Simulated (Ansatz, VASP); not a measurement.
Two plane-wave programs on Zr

Contents of INCAR:

```
PREC = Accurate ; ENCUT = 520
EDIFF = 1E-6 ; ISMEAR = -1
SIGMA = 0.1 ; LREAL = False
LASPH = True ; NELM = 60
ALGO = Normal ; ISIF = 2
LWAVE = False ; LCHARG = False
GGA = PE ; NBANDS = 32
```

Contents of KPOINTS:

```
Automatic mesh
0
Gamma
  13 13 4
```

Contents of POSCAR:

```
Zr
1.0
    3.1318073572      0.0000000000      0.0000000000
   -1.5659036786      2.7122247311      0.0000000000
    0.0000000000      0.0000000000     10.1479501278
Zr
4
Direct
    0.0000000000      1.0000000000      0.0000000000
    0.0000000000      1.0000000000      0.5000000000
    0.3333333333      0.6666666667      0.2500000000
    0.6666666667      0.3333333333      0.7500000000
```

Input for Ansatz:

```yaml
crystal:
  lattice:
    - [3.1318073572, 0.0, 0.0]
    - [-1.5659036786, 2.7122247311, 0.0]
    - [0.0, 0.0, 10.1479501278]
  atoms:
    - { symbol: Zr, position: [0.0, 1.0, 0.0] }
    - { symbol: Zr, position: [0.0, 1.0, 0.5] }
    - { symbol: Zr, position: [0.3333333333, 0.6666666667, 0.25] }
    - { symbol: Zr, position: [0.6666666667, 0.3333333333, 0.75] }
hamiltonian:
  xc: pbe
  pseudopotentials:
    kind: paw
    azcp:
      Zr: "pseudopotentials/Zr.paw.azcp"
basis:
  ecutwfc: 420
  fft_grid_basis: typed
kpoints:
  mp_grid: { grid: [13, 13, 4], shift: [0, 0, 0] }
magnetization:
  spin_polarized: false
scf:
  occupations: { method: fermi_dirac, width: 0.1 }
  lower_state_search: "off"
output:
  stress: true
  write_density: true
  write_potential: true
  elf: true
  volumetric_format: npy
```

Alike in both runs: task single point; functional PBE; k mesh 13 × 13 × 4; occupations fermi-dirac, width 0.1 eV; no spin polarisation.

```csv
,VASP,Ansatz
version,VASP 6.6.1,Ansatz 0.2.0
potentials or method,"VASP PAW PBE potentials, release 64 (Zr_sv), cutoff 520 eV","plane waves (420 eV) with PAW, scalar-relativistic"
valence electrons in the cell,48,48
```

```csv
,VASP,Ansatz,Ansatz less VASP
pressure (GPa),8.7,8.7,-0.02
"traceless stress, the component that is largest in VASP (GPa)",0.43,0.44,+0.010
```
